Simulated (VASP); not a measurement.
Ge:

```
Ge
1.0
     4.00068    0.00000    0.00000
    -2.00034    3.46469    0.00000
     0.00000    0.00000    6.53309
Ge
4
Direct
  0.00000 0.00000 0.00000
  0.00000 0.00000 0.37500
  0.33333 0.66667 0.50000
  0.33333 0.66667 0.87500
```

This isn't the form of Ge at room conditions, which is diamond.

- Program: VASP 6.6.1
- Task: relaxation of cell and atoms
- Functional: PBE
- Potentials or basis: VASP PAW PBE potentials, release 64 (Ge_d)
- Cutoff: 600 eV
- k mesh: 12 × 12 × 8
- Occupations: gaussian, width 0.1 eV
- Spin: no spin polarisation

At the start: pressure 3.5 GPa; volume 22.64 Å³/atom.

Where does the relaxation end?

Over 16 steps the energy falls by 13.5 meV/atom and the volume is 23.88 Å³/atom (+5.5 %); space group P6_3/mmc (No. 194, to 0.1 Å) before and after.

The path:
| step | energy change (eV) | largest force (eV/Å) | pressure (GPa) | volume (Å³) |
| --- | --- | --- | --- | --- |
| 1 | 0.0000 | 0.0443 | 3.52 | 90.56 |
| 2 | -0.0473 | 0.0818 | -1.03 | 97.23 |
| 3 | -0.0536 | 0.0559 | -0.03 | 95.43 |
| 4 | -0.0536 | 0.0543 | 0.13 | 95.33 |
| 5 | -0.0539 | 0.0007 | 0.06 | 95.39 |
| 6 | -0.0539 | 0.0004 | 0.04 | 95.39 |
| 7 | -0.0540 | 0.0048 | 0.07 | 95.47 |
| 8 | -0.0540 | 0.0080 | -0.01 | 95.52 |
| 9 | -0.0540 | 0.0079 | -0.06 | 95.50 |
| 10 | -0.0540 | 0.0075 | 0.08 | 95.49 |
| 11 | -0.0540 | 0.0063 | -0.08 | 95.49 |
| 12 | -0.0540 | 0.0080 | 0.02 | 95.49 |
| 13 | -0.0540 | 0.0019 | -0.05 | 95.53 |
| 14 | -0.0540 | 0.0034 | -0.04 | 95.51 |
| 15 | -0.0540 | 0.0041 | 0.03 | 95.51 |
| 16 | -0.0540 | 0.0021 | 0.01 | 95.51 |

Final structure:
```
Ge
1.0
     4.05910    0.00000    0.00000
    -2.02955    3.51529    0.00000
     0.00000    0.00000    6.69367
Ge
4
Direct
  0.00000 0.00000 0.00024
  0.00000 0.00000 0.37476
  0.33333 0.66667 0.50024
  0.33333 0.66667 0.87476
```
